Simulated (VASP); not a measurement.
Crystal: Pd.

```
Pd
1.0
     0.00000    1.94650    1.94650
     1.94650    0.00000    1.94650
     1.94650    1.94650    0.00000
Pd
1
Direct
  0.00000 0.00000 0.00000
```

```yaml
Program: VASP 6.6.1
Task: relaxation of cell and atoms
Functional: PBEsol
Potentials_or_basis: VASP PAW PBE potentials, release 64 (Pd)
Cutoff: 500 eV
k_mesh: 18 × 18 × 18
Occupations: gaussian, width 0.1 eV
Spin: no spin polarisation
```

At the start: pressure -3.0 GPa; volume 14.75 Å³/atom.

**Question.** How do energy, volume and symmetry change on relaxing?

**Answer.** Over 3 steps the energy falls by 2.2 meV/atom and the volume is 14.53 Å³/atom (-1.5 %); space group Fm-3m (No. 225, to 0.1 Å) before and after.

Step by step:
```csv
step,energy change (eV),largest force (eV/Å),pressure (GPa),volume (Å³)
1,0.0000,0.0000,-3.01,14.75
2,0.0037,0.0000,5.45,14.17
3,-0.0022,0.0000,-0.01,14.53
```

Final structure:
```yaml
crystal:
  lattice:
    - [0.00000, 1.93657, 1.93657]
    - [1.93657, 0.00000, 1.93657]
    - [1.93657, 1.93657, 0.00000]
  atoms:
    - { symbol: Pd, position: [0.00000, 0.00000, 0.00000] }
```

Caveat: the PAW data sets were made with another functional, which shifts forces and pressure a little.
